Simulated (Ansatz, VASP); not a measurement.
**Two plane-wave programs on Si**

```
CELL_PARAMETERS angstrom
3.73479 0.00000 0.00000
-1.86740 3.23442 0.00000
0.00000 0.00000 6.27448
ATOMIC_POSITIONS crystal
Si 0.00000 0.00000 0.81231
Si 0.00000 0.00000 0.18769
Si 0.33333 0.66667 0.65645
Si 0.66667 0.33333 0.34355
```

Alike in both runs: functional PBE; k mesh 6 × 6 × 4; occupations gaussian, width 0.1 eV; no spin polarisation.

Ansatz relaxed the structure, and its values are those at the end. VASP's run is a single point on that final structure, the one shown.

```csv
,VASP,Ansatz
version,VASP 6.6.1,Ansatz 0.2.0
potentials or method,"VASP PAW PBE potentials, release 64 (Si), cutoff 520 eV","scalar-relativistic, plane waves, PAW"
valence electrons in the cell,16,16
```

VASP gave:

- gap on the k mesh at the Fermi level (eV): none
- pressure (GPa): -0.1
- rms of the force components (eV/Å): 0.009

Problem. Which values does Ansatz return?

Solution. gap on the k mesh at the Fermi level (eV): none; pressure (GPa): 0.0; rms of the force components (eV/Å): 0.006.

A gap of «none» marks a metal or a gap that the smearing closes.
